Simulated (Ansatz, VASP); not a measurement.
# GaN: VASP beside Ansatz

INCAR

```
SYSTEM = GaN
ALGO = Normal
EDIFF = 1E-8
ENCUT = 520
GGA = PS
ISIF = 2
ISMEAR = -1
LASPH = .True.
LCHARG = .False.
LEFG = .True.
LREAL = .False.
LWAVE = .False.
NBANDS = 16
NELM = 80
PREC = Accurate
SIGMA = 0.02
```

KPOINTS

```
k-points
0
Gamma
  10 10 10
  0 0 0
```

POSCAR

```
GaN
1.0
    0.0000000000      1.9925000000      1.9925000000
    1.9925000000      0.0000000000      1.9925000000
    1.9925000000      1.9925000000      0.0000000000
Ga N
1 1
Direct
    0.5000000000      0.5000000000      0.5000000000
    0.0000000000      0.0000000000      0.0000000000
```

Input for Ansatz:

```yaml
crystal:
  lattice:
    - [0.0, 1.9925, 1.9925]
    - [1.9925, 0.0, 1.9925]
    - [1.9925, 1.9925, 0.0]
  atoms:
    - { symbol: Ga, position: [0.5, 0.5, 0.5] }
    - { symbol: "N", position: [0.0, 0.0, 0.0] }
kpoints:
  mp_grid: { grid: [10, 10, 10] }
  band_path:
    path:
      - [0.0, 0.0, 0.0]
      - [0.5, 0.0, 0.5]
      - [0.625, 0.25, 0.625]
      - [0.375, 0.375, 0.75]
      - [0.0, 0.0, 0.0]
      - [0.5, 0.5, 0.5]
      - [0.5, 0.25, 0.75]
      - [0.5, 0.0, 0.5]
    npoints: 14
scf:
  occupations: { method: fermi_dirac, width: 0.02 }
hamiltonian:
  xc: pbesol
  pseudopotentials: { kind: paw }
output:
  forces: true
  stress: true
  eigenvalues: true
  efg: { contact_densities: true }
  populations: true
  bader: true
  dos: { projected: true, de: 0.2, e_range: [-14, 8] }
  write_density: true
  write_potential: true
  elf: true
  volumetric_format: npy
```

Alike in both runs: task electric field gradients; functional PBEsol; k mesh 10 × 10 × 10; occupations fermi-dirac, width 0.02 eV; no spin polarisation.

|  | VASP | Ansatz |
| --- | --- | --- |
| version | VASP 6.6.1 | Ansatz 0.2.0 |
| potentials or method | VASP PAW PBE potentials, release 64 (Ga_d, N) | PAW with Ansatz's default frozen-core files, scalar-relativistic |
| plane-wave cutoff (eV) | 520 | 420 |
| valence electrons in the cell | 18 | 18 |

Ansatz gave:

| Property | Result |
| --- | --- |
| gap on the k mesh at the Fermi level (eV) | 1.74 |

**Question.** Estimate VASP's values.

**Answer.** gap on the k mesh at the Fermi level (eV): 1.73.

VASP's potentials were made for PBE, not for PBEsol.
